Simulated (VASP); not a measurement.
# Ag3SnSe (P4mm) in VASP: further runs

Ag3SnSe is run at these levels: PBE; tasks: single point.

All numbers are computed with VASP 6.6.1; they aren't measurements. Logs are shortened: lines on timing, memory, paths and dates and some standing lists are left out, and cuts for length are marked.

**1. The cell of the first run**

It takes space group P4mm (No. 99, tetragonal). Conventional cell: a = 4.565 Å, b = 4.565 Å, c = 4.694 Å, α = 90.00°, β = 90.00°, γ = 90.00°. Within 3.0 Å of Ag (site symmetry 2mm) lie 2 Sn at 2.29 Å. Within 2.8 Å of Ag (site symmetry 4mm) lie 2 Sn at 2.11 to 2.59 Å. Within 2.8 Å of Sn (site symmetry 4mm) lie 6 Ag at 2.11 to 2.59 Å. Se (site symmetry 4mm) has 12 Ag at 3.21 to 3.34 Å and 8 Sn at 3.94 to 4.04 Å within 4.2 Å.

**2. Single point, PBE**

Input file INCAR:

```
PREC = Accurate
ENCUT = 520
EDIFF = 1E-6
ISMEAR = 0
SIGMA = 0.1
LREAL = False
LASPH = True
NELM = 60
ALGO = Normal
ISIF = 2
LWAVE = False
LCHARG = True
GGA = PE
LELF = True
LVHAR = True
NBANDS = 34
```

Input file KPOINTS:

```
Automatic mesh
0
Gamma
  4 4 4
```

Input file POSCAR:

```
Ag3SnSe
1.0
    4.5652589900      0.0000000000      0.0000000000
    0.0000000000      4.5652589900      0.0000000000
    0.0000000000      0.0000000000      4.6937105600
Ag Sn Se
3 1 1
Direct
    0.0000000000      0.5000000000      0.0642205400
    0.5000000000      0.0000000000      0.0642205400
    0.0000000000      0.0000000000      0.5489717700
    0.0000000000      0.0000000000      0.1000427000
    0.5000000000      0.5000000000      0.5825414700
```

Potentials or basis: VASP PAW PBE potentials, release 64 (Ag, Sn_d, Se).

Launch:

```console
cat potpaw_PBE.64/Ag/POTCAR potpaw_PBE.64/Sn_d/POTCAR potpaw_PBE.64/Se/POTCAR > POTCAR
mpirun -np 1 vasp_std > vasp.out
```

OUTCAR:

```text
PREC = Accurate
   ENCUT = 520
   EDIFF = 1E-6
   ISMEAR = 0
   LREAL = False
   LASPH = True
   NELM = 60
   ISIF = 2
   GGA = PE

 ion  position               nearest neighbor table
   1  0.000  0.500  0.064-   4 2.29   4 2.29   3 3.22   3 3.22   2 3.23   2 3.23   2 3.23   2 3.23
                             3 3.33   3 3.33
   2  0.500  0.000  0.064-   4 2.29   4 2.29   3 3.22   3 3.22   1 3.23   1 3.23   1 3.23   1 3.23
                             3 3.33   3 3.33
   3  0.000  0.000  0.549-   4 2.11   4 2.59   2 3.22   1 3.22   1 3.22   2 3.22   1 3.33   1 3.33
                             2 3.33   2 3.33
   4  0.000  0.000  0.100-   3 2.11   2 2.29   1 2.29   1 2.29   2 2.29   3 2.59
   5  0.500  0.500  0.583-

  LATTYP: Found a simple tetragonal cell.
 ALAT       =     4.5652589900
 C/A-ratio  =     1.0281367542

  Lattice vectors:

 A1 = (   4.5652589900,   0.0000000000,   0.0000000000)
 A2 = (   0.0000000000,   4.5652589900,   0.0000000000)
 A3 = (   0.0000000000,   0.0000000000,   4.6937105600)

Analysis of symmetry for initial positions (statically):
=====================================================================
 Subroutine PRICEL returns:
 Original cell was already a primitive cell.

 Routine SETGRP: Setting up the symmetry group for a
 simple tetragonal supercell.

 Subroutine GETGRP returns: Found  8 space group operations
 (whereof  8 operations were pure point group operations)
 out of a pool of 16 trial point group operations.

The static configuration has the point symmetry C_4v.

Analysis of symmetry for dynamics (positions and initial velocities):
=====================================================================
 Subroutine PRICEL returns:
 Original cell was already a primitive cell.

 Routine SETGRP: Setting up the symmetry group for a
 simple tetragonal supercell.

 Subroutine GETGRP returns: Found  8 space group operations
 (whereof  8 operations were pure point group operations)
 out of a pool of 16 trial point group operations.

The dynamic configuration has the point symmetry C_4v.

 Subroutine INISYM returns: Found  8 space group operations
 (whereof  8 operations are pure point group operations),
 and found     1 'primitive' translations

----------------------------------------------------------------------------------------

                                     Primitive cell

  volume of cell :      97.8244

  direct lattice vectors                    reciprocal lattice vectors
     4.565258990  0.000000000  0.000000000     0.219045623  0.000000000  0.000000000
     0.000000000  4.565258990  0.000000000     0.000000000  0.219045623  0.000000000
     0.000000000  0.000000000  4.693710560     0.000000000  0.000000000  0.213051058

  length of vectors
     4.565258990  4.565258990  4.693710560     0.219045623  0.219045623  0.213051058

  position of ions in fractional coordinates (direct lattice)
     0.000000000  0.500000000  0.064220540
     0.500000000  0.000000000  0.064220540
     0.000000000  0.000000000  0.548971770
     0.000000000  0.000000000  0.100042700
     0.500000000  0.500000000  0.582541470

  ion indices of the primitive-cell ions
   primitive index   ion index
                 1           1
                 2           2
                 3           3
                 4           4
                 5           5

----------------------------------------------------------------------------------------

 KPOINTS: Automatic mesh

Automatic generation of k-mesh.
 Grid dimensions read from file:
 generate k-points for:    4    4    4

 Generating k-lattice:

  Cartesian coordinates                     Fractional coordinates (reciprocal lattice)
     0.054761406  0.000000000  0.000000000     0.250000000  0.000000000  0.000000000
     0.000000000  0.054761406  0.000000000     0.000000000  0.250000000  0.000000000
     0.000000000  0.000000000  0.053262764     0.000000000  0.000000000  0.250000000

  Length of vectors
     0.054761406  0.054761406  0.053262764

  Shift w.r.t. Gamma in fractional coordinates (k-lattice)
     0.000000000  0.000000000  0.000000000

 Subroutine IBZKPT returns following result:
 ===========================================

 Found     18 irreducible k-points:

 Following reciprocal coordinates:
            Coordinates               Weight
  0.000000  0.000000  0.000000      1.000000
  0.250000  0.000000  0.000000      4.000000
  0.500000  0.000000  0.000000      2.000000
  0.250000  0.250000  0.000000      4.000000
  0.500000  0.250000  0.000000      4.000000
  0.500000  0.500000  0.000000      1.000000
[... 10 lines left out ...]
  0.500000  0.250000  0.500000      4.000000
  0.500000  0.500000  0.500000      1.000000
   k-points           NKPTS =     18   k-points in BZ     NKDIM =     18   number of bands    NBANDS=     34
   number of dos      NEDOS =    301   number of ions     NIONS =      5
   total plane-waves  NPLWV =  46656
   dimension x,y,z NGX =    36 NGY =   36 NGZ =   36
   dimension x,y,z NGXF=    72 NGYF=   72 NGZF=   72
   ions per type =               3   1   1
   NGX,Y,Z   is equivalent  to a cutoff of  13.11, 13.11, 12.75 a.u.
   NGXF,Y,Z  is equivalent  to a cutoff of  26.22, 26.22, 25.50 a.u.
 SYSTEM =  unknown system
   PREC   = accura    normal or accurate (medium, high low for compatibility)
   ISTART =      0    job   : 0-new  1-cont  2-samecut
   ICHARG =      2    charge: 1-file 2-atom 10-const
   ISPIN  =      1    spin polarized calculation?
   LNONCOLLINEAR =      F non collinear calculations
   LSORBIT =      F    spin-orbit coupling
   LASPH  =      T    aspherical Exc in radial PAW
   ENCUT  =  520.0 eV  38.22 Ry    6.18 a.u.   8.49  8.49  8.73*2*pi/ulx,y,z
   NELM   =     60;   NELMIN=  2; NELMDL= -5     # of ELM steps
   EDIFF  = 0.1E-05   stopping-criterion for ELM
   LREAL  =      F    real-space projection
   EDIFFG = 0.1E-04   stopping-criterion for IOM
   NSW    =      0    number of steps for IOM
   IBRION =     -1    ionic relax: 0-MD 1-quasi-New 2-CG
   NFREE  =      0    steps in history (QN), initial steepest desc. (CG)
   ISIF   =      2    stress and relaxation
   ISYM   =      2    0-nonsym 1-usesym 2-fastsym
   POTIM  = 0.5000    time-step for ionic-motion
   TEBEG  =    0.0;   TEEND  =   0.0 temperature during run
   PSTRESS=    0.0 pullay stress
   NELECT =      53.0000    total number of electrons
   NUPDOWN=      -1.0000    fix difference up-down
   EMIN   =  10.00;   EMAX   =-10.00  energy-range for DOS
   EFERMI =   0.00;   METHOD = LEGACY
   ISMEAR =     0;   SIGMA  =   0.10  broadening in eV -4-tet -1-fermi 0-gaus
   EFERMI_NEDOS =   21; number of points for ismear=-14 and -15
   IALGO  =     38    algorithm
   IMIX   =      4    mixing-type and parameters
     AMIX     =   0.40;   BMIX     =  1.00
     AMIX_MAG =   1.60;   BMIX_MAG =  1.00
  volume/ion in A,a.u.               =      19.56       132.03
  Fermi-wavevector in a.u.,A,eV,Ry     =   1.334600  2.522028 24.234109  1.781157
  Thomas-Fermi vector in A             =   2.463369
   LORBIT       =      0    0 simple, 1 ext, 2 COOP (PROOUT), +10 PAW based schemes
   GGA     = PE    functional components
   LHFCALC =     F    Hartree Fock is set to
   AEXX    =    0.0000 exact exchange contribution
   IVDW    =     0    specifies the selected vdW correction
   LEPSILON=     F    determine dielectric tensor
   LRPA    =     F    only Hartree local field effects (RPA)
 non-spin polarized calculation
 Gauss-broadening in eV      SIGMA  =   0.10
  energy-cutoff  :      520.00
  volume of cell :       97.82
 maximum number of plane-waves:      2649
 NGX is ok and might be reduce to    36
   NGX = 17   NGY = 17   NGZ = 17

 number of electron      52.9999992 magnetization

 Free energy of the ion-electron system (eV)
  ---------------------------------------------------
  ext. energy  EPLUGINS =         0.00000000
  ---------------------------------------------------
  free energy    TOTEN  =        -7.25801863 eV

  energy without entropy =       -7.24013182  energy(sigma->0) =       -7.24907523

 E-fermi :   7.8030     XC(G=0): -11.1991

 val. band max:        7.7681307259   @ k =   0.0000   0.0000   0.0000
 cond. band min:       7.8339474961   @ k =   0.2500   0.0000   0.0000
 fundamental gap:      0.0658167702
 Fermi energy:         7.8029810042

 k-point     1 :       0.0000    0.0000    0.0000
  band No.  band energies     occupation
      1     -14.8366      2.00000
      2     -14.8034      2.00000
      3     -14.4723      2.00000
      4     -14.4723      2.00000
      5     -14.4323      2.00000
      6      -5.1469      2.00000
[... 26 lines left out ...]
     33      15.1323      0.00000
     34      15.1323      0.00000

 k-point     2 :       0.2500    0.0000    0.0000
  band No.  band energies     occupation
      1     -14.8306      2.00000
      2     -14.7340      2.00000
      3     -14.4721      2.00000
      4     -14.4632      2.00000
      5     -14.4208      2.00000
      6      -4.9565      2.00000
[... 26 lines left out ...]
     33      14.1846      0.00000
     34      14.8694      0.00000

 k-point     3 :       0.5000    0.0000    0.0000
  band No.  band energies     occupation
      1     -14.8294      2.00000
      2     -14.6568      2.00000
      3     -14.4719      2.00000
      4     -14.4563      2.00000
      5     -14.4092      2.00000
      6      -4.7536      2.00000
[... 26 lines left out ...]
     33      14.6268      0.00000
     34      14.6588      0.00000

 k-point     4 :       0.2500    0.2500    0.0000
  band No.  band energies     occupation
      1     -14.8006      2.00000
      2     -14.6877      2.00000
      3     -14.4637      2.00000
      4     -14.4620      2.00000
      5     -14.4093      2.00000
      6      -4.8264      2.00000
[... 26 lines left out ...]
     33      14.4541      0.00000
     34      14.9886      0.00000

 k-point     5 :       0.5000    0.2500    0.0000
  band No.  band energies     occupation
      1     -14.7890      2.00000
      2     -14.6198      2.00000
      3     -14.4624      2.00000
      4     -14.4561      2.00000
      5     -14.3978      2.00000
      6      -4.6956      2.00000
[... 399 lines left out ...]
 k-point    16 :       0.2500    0.2500    0.5000
  band No.  band energies     occupation
      1     -14.6872      2.00000
      2     -14.6830      2.00000
      3     -14.4472      2.00000
      4     -14.4459      2.00000
      5     -14.4089      2.00000
      6      -4.6770      2.00000
[... 26 lines left out ...]
     33      15.6221      0.00000
     34      16.7143      0.00000

 k-point    17 :       0.5000    0.2500    0.5000
  band No.  band energies     occupation
      1     -14.6840      2.00000
      2     -14.6048      2.00000
      3     -14.4462      2.00000
      4     -14.4401      2.00000
      5     -14.3974      2.00000
      6      -4.6361      2.00000
[... 26 lines left out ...]
     33      17.3825      0.00000
     34      17.5227      0.00000

 k-point    18 :       0.5000    0.5000    0.5000
  band No.  band energies     occupation
      1     -14.6428      2.00000
      2     -14.5629      2.00000
      3     -14.4398      2.00000
      4     -14.4398      2.00000
      5     -14.3860      2.00000
      6      -4.6224      2.00000
[... 26 lines left out ...]
     33      18.8084      0.00000
     34      18.8213      0.00000

------------------------ aborting loop because EDIFF is reached ----------------------------------------

  FORCE on cell =-STRESS in cart. coord.  units (eV):
  Direction    XX          YY          ZZ          XY          YZ          ZX
  --------------------------------------------------------------------------------------
  -------------------------------------------------------------------------------------
  Total       24.9033153     24.9033153     28.2302369      0.0000000      0.0000000      0.0000000
  in kB      407.8689119    407.8689119    462.3575564      0.0000000      0.0000000      0.0000000
  external PRESSURE =     426.0317934 kB  Pullay stress =       0.0000000 kB

 VOLUME and BASIS-vectors are now :
 -----------------------------------------------------------------------------
  energy-cutoff  :      520.00
  volume of cell :       97.82
      direct lattice vectors                 reciprocal lattice vectors
     4.565258990  0.000000000  0.000000000     0.219045623  0.000000000  0.000000000
     0.000000000  4.565258990  0.000000000     0.000000000  0.219045623  0.000000000
     0.000000000  0.000000000  4.693710560     0.000000000  0.000000000  0.213051058

 POSITION                                       TOTAL-FORCE (eV/Angst)
 -----------------------------------------------------------------------------------
      0.00000      2.28263      0.30143         0.000000     -0.000000     -0.973595
      2.28263      0.00000      0.30143         0.000000      0.000000     -0.973595
      0.00000      0.00000      2.57671         0.000000     -0.000000      9.703689
      0.00000      0.00000      0.46957        -0.000000     -0.000000     -7.912046
      2.28263      2.28263      2.73428         0.000000      0.000000      0.155548
 -----------------------------------------------------------------------------------
    total drift:                                0.000000     -0.000000      0.001350

  FREE ENERGIE OF THE ION-ELECTRON SYSTEM (eV)
  ---------------------------------------------------
  free  energy   TOTEN  =        -7.2580186314 eV

  energy  without entropy=       -7.2401318245  energy(sigma->0) =       -7.24907523
```

Run time: 50 s. Hardware: 1 thread of Intel Xeon 6975P-C (Granite Rapids), shared host; peak memory 0.23 GiB.

What came out:

| Property | Result |
| --- | --- |
| Free energy | -7.2580 eV |
| Pressure | 42.6 GPa |
| Largest force | 9.704 eV/Å |

Forces in eV/Å, atoms in the order of the input:
```
Ag   0.000  0.000 -0.974
Ag   0.000  0.000 -0.974
Ag   0.000  0.000  9.704
Sn   0.000  0.000 -7.912
Se   0.000  0.000  0.156
```

Levels at points of the mesh, in eV from the Fermi level:
| k point | band 23 | band 24 | band 25 | band 26 | band 27 | band 28 | band 29 | band 30 |
| --- | --- | --- | --- | --- | --- | --- | --- | --- |
| (0.00, 0.00, 0.00) | -3.30 | -3.14 | -3.14 | -0.05 | -0.05 | -0.03 | 1.96 | 2.31 |
| (0.50, 0.00, 0.00) | -3.22 | -1.39 | -1.27 | -0.64 | -0.46 | -0.28 | 2.91 | 4.07 |
| (0.50, 0.50, 0.00) | -3.58 | -3.58 | -0.81 | 0.81 | 0.81 | 1.11 | 1.22 | 2.77 |
| (0.00, 0.00, 0.50) | -3.15 | -1.38 | -1.38 | -0.48 | -0.48 | -0.46 | 3.09 | 4.18 |
| (0.50, 0.00, 0.50) | -3.68 | -3.68 | -0.74 | 0.80 | 0.98 | 1.20 | 1.39 | 3.26 |
| (0.50, 0.50, 0.50) | -3.45 | -3.45 | -3.36 | -1.22 | -1.22 | -1.20 | 4.80 | 5.09 |

Caveat: spin-orbit coupling is left out, which moves the levels of the heavy elements; forces of over 1 eV/Å act on the atoms, so gaps and moduli don't describe the material at rest.

**3. Single point, PBE**

This run uses another cell than the first one, of 22.92 Å³/atom, 1.172 times its volume.

Input file INCAR:

```
SYSTEM = Ag3SnSe
  PREC = Accurate
  ENCUT = 520
  EDIFF = 1E-6
  ISMEAR = 0
  SIGMA = 0.1
  LREAL = .False.
  LASPH = .True.
  NELM = 80
  ALGO = Normal
  ISIF = 2
  LWAVE = .False.
  LCHARG = .True.
  GGA = PE
  LELF = .True.
  LVHAR = .True.
  NBANDS = 34
```

Input file KPOINTS:

```
Automatic mesh
0
Gamma
  4 4 4
  0 0 0
```

Input file POSCAR:

```
Ag3SnSe
1.0
    4.0211001311      0.0000000000      0.0000000000
    0.0000000000      4.0211001311      0.0000000000
    0.0000000000      0.0000000000      7.0885841563
Ag Sn Se
3 1 1
Direct
    0.0000000000      0.5000000000     -0.0595364514
    0.5000000000      0.0000000000     -0.0595364514
    0.0000000000      0.0000000000      0.6222639426
    0.0000000000      0.0000000000      0.2330493169
    0.5000000000      0.5000000000      0.6237566633
```

Potentials or basis: VASP PAW PBE potentials, release 64 (Ag, Sn_d, Se).

Launch:

```console
cat potpaw_PBE.64/Ag/POTCAR potpaw_PBE.64/Sn_d/POTCAR potpaw_PBE.64/Se/POTCAR > POTCAR
mpirun -np 1 vasp_std > vasp.out
```

Run time: 72 s. Hardware: 1 thread of Intel Xeon 6975P-C (Granite Rapids), shared host; peak memory 0.25 GiB.

It converged, with:

* Free energy: -15.0643 eV
* Pressure: -0.1 GPa
* Largest force: 0.007 eV/Å

Forces in eV/Å, atoms in the order of the input:
```
Ag   0.000  0.000 -0.001
Ag   0.000  0.000 -0.001
Ag   0.000  0.000 -0.007
Sn   0.000  0.000  0.005
Se   0.000  0.000  0.004
```

Stress tensor (GPa, compression positive):
```
-0.26  0.00  0.00
 0.00 -0.26  0.00
 0.00  0.00  0.26
```

Levels at points of the mesh, in eV from the Fermi level:
| k point | band 22 | band 23 | band 24 | band 25 | band 26 | band 27 | band 28 | band 29 | band 30 | band 31 |
| --- | --- | --- | --- | --- | --- | --- | --- | --- | --- | --- |
| (0.00, 0.00, 0.00) | -3.44 | -2.80 | -1.87 | -1.87 | -0.91 | 0.34 | 2.26 | 2.26 | 4.95 | 5.26 |
| (0.50, 0.00, 0.00) | -3.77 | -2.97 | -2.48 | -2.09 | -1.54 | 0.22 | 2.84 | 2.94 | 3.87 | 3.99 |
| (0.50, 0.50, 0.00) | -3.63 | -3.00 | -3.00 | -2.02 | -1.06 | -0.77 | -0.77 | 0.87 | 1.81 | 3.11 |
| (0.00, 0.00, 0.50) | -3.05 | -2.80 | -2.20 | -1.74 | -1.74 | 2.03 | 2.07 | 2.07 | 3.22 | 5.42 |
| (0.50, 0.00, 0.50) | -3.83 | -3.65 | -2.97 | -0.47 | 0.23 | 0.72 | 0.87 | 1.76 | 3.23 | 4.94 |
| (0.50, 0.50, 0.50) | -3.66 | -3.34 | -3.34 | -2.26 | -1.88 | -0.74 | -0.74 | 2.67 | 4.14 | 4.14 |

Caveat: the k points lie up to 0.39 Å⁻¹ apart; spin-orbit coupling is left out, which moves the levels of the heavy elements.
